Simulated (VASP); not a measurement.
Wanted: the native input for a VASP 6.6.1 run.

* Task: single point
* Functional: LDA
* Potentials or basis: VASP PAW LDA potentials, release 64 (Se)
* Cutoff: 520 eV
* k mesh: 6 × 6 × 6
* Occupations: fermi-dirac, width 0.1 eV
* Spin: no spin polarisation
* Dipole correction: no
* Further INCAR settings: ALGO = Normal; EDIFF = 1e-07; NBANDS = 13

The structure of Se lies in POSCAR:

```
Se
1.0
    0.0000000000      3.2067866338      3.2067866338
    3.2067866338      0.0000000000      3.2067866338
    3.2067866338      3.2067866338      0.0000000000
Se
2
Direct
    0.5000000000      0.5000000000      0.5000000000
    0.7500000000      0.7500000000      0.7500000000
```

The input as run:

INCAR

```
SYSTEM = Se
PREC = Accurate
ENCUT = 520
EDIFF = 1E-7
ISMEAR = -1
SIGMA = 0.1
LREAL = .FALSE.
LASPH = .TRUE.
NELM = 80
ALGO = Normal
ISIF = 2
LWAVE = .FALSE.
LCHARG = .FALSE.
NBANDS = 13
```

KPOINTS

```
Automatic mesh
0
G
  6 6 6
  0 0 0
```

Potentials or basis: VASP PAW LDA potentials, release 64 (Se).

Command:

```sh
$ cat potpaw_LDA.64/Se/POTCAR > POTCAR
$ mpirun -np 1 vasp_std > vasp.out
```

Results of the run:

```
Pressure               : -4.3 GPa
Band gap on the k mesh : zero (band 6 reaches 1.90 eV, above the bottom of band 7 at 0.90 eV)
```

Run time: 9.2 s on 1 thread of Intel(R) Xeon(R) Platinum 8259CL CPU @ 2.50GHz (Skylake/Cascade Lake) (shared host), peak memory 0.17 GiB.
